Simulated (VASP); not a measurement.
SrTiO3, 5 atoms in the cell. It takes space group Pm-3m (No. 221, cubic). The conventional cell has a = 3.985 Å, b = 3.985 Å, c = 3.985 Å, α = 90.00°, β = 90.00°, γ = 90.00°. Sr (site symmetry m-3m) has 12 O at 2.82 Å and 8 Ti at 3.45 Å within 3.7 Å. Within 2.6 Å of Ti (site symmetry m-3m) lie 6 O at 1.99 Å. O (site symmetry 4/mmm) has 2 Ti at 1.99 Å within 2.6 Å.  This cell differs from its parent crystal: strain +2.0%.

* Program: VASP 6.6.1
* Task: single point
* Functional: HSE06
* Potentials or basis: VASP PAW PBE potentials, release 64 (Sr_sv, Ti_sv, O)
* Cutoff: 520 eV
* k mesh: 4 × 4 × 4
* Occupations: gaussian, width 0.01 eV
* Spin: no spin polarisation
* Dipole correction: no
* Grid for exact exchange (PRECFOCK): Fast
* Further INCAR settings: ALGO = Normal; EDIFF = 1e-06; NBANDS = 28
* Screening parameter: 0.2079 1/Å

Potentials or basis: VASP PAW PBE potentials, release 64 (Sr_sv, Ti_sv, O).

Run with:

```sh
$ cat potpaw_PBE.64/Sr_sv/POTCAR potpaw_PBE.64/Ti_sv/POTCAR potpaw_PBE.64/O/POTCAR > POTCAR
$ cp INCAR.step1 INCAR
$ mpirun -np 1 vasp_std > vasp.out
$ cp INCAR.step2 INCAR
$ mpirun -np 1 vasp_std > vasp.out
```

Hardware: 1 thread of Intel(R) Xeon(R) Platinum 8375C CPU @ 2.90GHz (Ice Lake) (shared host).

Q: How long does it take, and how much memory?

A: It took 12 min on 1 thread of Intel(R) Xeon(R) Platinum 8375C CPU @ 2.90GHz (Ice Lake), on a shared host, peak memory 0.29 GiB. Counts: k points 10.
